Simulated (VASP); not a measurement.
## SnO: single point with PBEsol

SnO:

```xyz
4
Lattice="3.9195 0.0000 0.0000 0.0000 3.9195 0.0000 0.0000 0.0000 4.8958" Properties=species:S:1:pos:R:3 pbc="T T T"
Sn    0.0000    1.9598    1.1867
Sn    1.9598    0.0000    3.7091
O     0.0000    0.0000    0.0000
O     1.9598    1.9598    0.0000
```

This cell differs from its parent crystal: strain +0.030 along x and y, +0.030 along z.

```yaml
Program: VASP 6.6.1
Task: single point
Functional: PBEsol
Potentials_or_basis: VASP PAW PBE potentials, release 64 (Sn_d, O)
Cutoff: 520 eV
k_mesh: 12 × 12 × 10
Occupations: gaussian, width 0.15 eV
Spin: no spin polarisation
Dipole_correction: no
Further_INCAR_settings: ALGO = Normal; EDIFF = 1e-07; NBANDS = 28
```

| Property | Result |
| --- | --- |
| Pressure | -7.0 GPa |
| Largest force | 0.994 eV/Å |
| Band gap on the k mesh | 0.22 eV, indirect (least direct gap 1.92 eV) |

Forces on the atoms (eV/Å):
```
Sn   0.000  0.000 -0.994
Sn   0.000  0.000  0.994
O    0.000  0.000  0.000
O    0.000  0.000  0.000
```

Stress tensor (GPa, compression positive):
```
-7.48  0.00  0.00
 0.00 -7.48  0.00
 0.00  0.00 -5.94
```

Levels at points of the mesh, in eV from the valence-band top:
```
           k point  band 17  band 18  band 19  band 20  band 21  band 22  band 23  band 24
(0.00, 0.00, 0.00)    -2.86    -2.57    -2.57    -0.01     2.00     4.54     4.54     4.56
(0.50, 0.00, 0.00)    -4.12    -4.12    -2.31    -2.31     3.14     3.14     5.67     5.67
(0.50, 0.50, 0.00)    -1.95    -1.95    -1.70    -1.70     0.22     0.22     4.51     4.51
(0.00, 0.00, 0.50)    -2.94    -2.59    -2.59    -1.73     1.71     2.95     2.95     3.55
(0.50, 0.00, 0.50)    -4.08    -4.08    -1.41    -1.41     2.61     2.61     5.22     5.22
(0.50, 0.50, 0.50)    -2.49    -2.49    -1.95    -1.95     2.49     2.49     4.00     4.00
```

Run time: 3.7 min on 1 thread of Intel(R) Xeon(R) Platinum 8488C (Sapphire Rapids) (shared host), peak memory 0.38 GiB.

Caveat: the cell differs from its parent crystal (strain +0.030 along x and y, +0.030 along z); the PAW data sets were made with another functional, which shifts forces and pressure a little; spin-orbit coupling is left out, which moves the levels of the heavy elements. A k mesh can miss the band edges.
